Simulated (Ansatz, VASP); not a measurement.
**TePb in VASP and in Ansatz**

```
Pb Te
1.0
     0.00000    3.23100    3.23100
     3.23100    0.00000    3.23100
     3.23100    3.23100    0.00000
Pb Te
1 1
Cartesian
  0.0000 0.0000 0.0000
  3.2310 3.2310 3.2310
```

Alike in both runs: task single point; functional revPBE; k mesh 7 × 7 × 7; occupations fermi-dirac, width 0.05 eV; no spin polarisation.

|  | VASP | Ansatz |
| --- | --- | --- |
| version | VASP 6.6.1 | Ansatz 0.2.0 |
| potentials or method | VASP PAW PBE potentials, release 64 (Pb_d, Te) | Ansatz PAW |
| plane-wave cutoff (eV) | 520 | 420 |
| valence electrons in the cell | 20 | 30 |

Ansatz gave:

```
pressure (GPa) : 3.2
```

Task: What did VASP give for the same quantities?

Result: Pressure (GPa): 3.1.

VASP's potentials were made for PBE, not for revPBE. The functional is the same, so the differences come from potentials, cutoffs and numerics. VASP's potentials hold 20 valence electrons a cell and Ansatz's 30, so a difference there can come from the potentials and not from the codes.

Spin-orbit coupling is off throughout.
